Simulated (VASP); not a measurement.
Write the native input for VASP 6.6.1 that does the following.

```yaml
Task: single point
Functional: PBE
Potentials_or_basis: VASP PAW PBE potentials, release 64 (Sn_d, O)
Cutoff: 520 eV
k_mesh: 6 × 6 × 6
Occupations: gaussian, width 0.01 eV
Spin: no spin polarisation
Dipole_correction: no
Further_INCAR_settings: ALGO = Normal; EDIFF = 1e-07; NBANDS = 17
```

The structure of SnO lies in POSCAR:

```
SnO
1.0
    0.0000000000      2.5369732561      2.5369732561
    2.5369732561      0.0000000000      2.5369732561
    2.5369732561      2.5369732561      0.0000000000
Sn O
1 1
Direct
    0.0000000000      0.0000000000      0.0000000000
    0.5000000000      0.5000000000      0.5000000000
```

One way to write it, as run:

INCAR

```
PREC = Accurate ; ENCUT = 520
EDIFF = 1E-7 ; ISMEAR = 0
SIGMA = 0.01 ; LREAL = False
LASPH = True ; NELM = 60
ALGO = Normal ; ISIF = 2
LWAVE = False ; LCHARG = True
GGA = PE ; LELF = True
LVHAR = True ; NBANDS = 17
```

KPOINTS

```
Automatic mesh
0
Gamma
  6 6 6
```

Potentials or basis: VASP PAW PBE potentials, release 64 (Sn_d, O).

Launch:

```sh
$ cat potpaw_PBE.64/Sn_d/POTCAR potpaw_PBE.64/O/POTCAR > POTCAR
$ mpirun -np 1 vasp_std > vasp.out
```

Results of the run:

| Property | Result |
| --- | --- |
| Pressure | 2.5 GPa |
| Band gap on the k mesh | 1.05 eV (least direct gap 1.16 eV) |

Caveat: the structure was generated, so it needn't be the stable form of SnO; spin-orbit coupling is left out, which moves the levels of the heavy elements.

Run time: 9 s on 1 thread of Intel(R) Xeon(R) Platinum 8488C (Sapphire Rapids) (shared host), peak memory 0.15 GiB.
